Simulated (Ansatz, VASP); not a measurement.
**BN: VASP beside Ansatz**

Contents of INCAR:

```
PREC = Accurate
ENCUT = 520
EDIFF = 1E-6
ISMEAR = 0
SIGMA = 0.01
LREAL = F
LASPH = T
NELM = 80
ALGO = Normal
ISIF = 2
LWAVE = F
LCHARG = F
GGA = PE
NBANDS = 11
```

Contents of KPOINTS:

```
regular mesh
0
Gamma
  9 9 9
```

POSCAR

```
BN
1.0
    0.0000000000      1.8658463087      1.8658463087
    1.8658463087      0.0000000000      1.8658463087
    1.8658463087      1.8658463087      0.0000000000
B N
1 1
Direct
    0.0000000000      0.0000000000      0.0000000000
    0.2500000000      0.2500000000      0.2500000000
```

Input for Ansatz:

```yaml
crystal:
  lattice:
    - [0.0, 1.8658463086873838, 1.8658463086873838]
    - [1.8658463086873838, 0.0, 1.8658463086873838]
    - [1.8658463086873838, 1.8658463086873838, 0.0]
  atoms:
    - { symbol: B, position: [0.0, 0.0, 0.0] }
    - { symbol: "N", position: [0.25, 0.25, 0.25] }
basis:
  ecutwfc: 500.0
kpoints:
  mp_grid:
    grid: [9, 9, 9]
hamiltonian:
  xc: pbe
scf:
  occupations:
    method: fixed
output:
  stress: true
```

Alike in both runs: task single point; functional PBE; k mesh 9 × 9 × 9; no spin polarisation.

|  | VASP | Ansatz |
| --- | --- | --- |
| version | VASP 6.6.1 | Ansatz 0.2.0 |
| potentials or method | VASP PAW PBE potentials, release 64 (B, N), cutoff 520 eV | plane waves, PAW |
| occupations | gaussian, width 0.01 eV | fixed |
| valence electrons in the cell | 8 | 8 |

|  | VASP | Ansatz | Ansatz less VASP |
| --- | --- | --- | --- |
| pressure (GPa) | -27.6 | -27.6 | -0.02 |
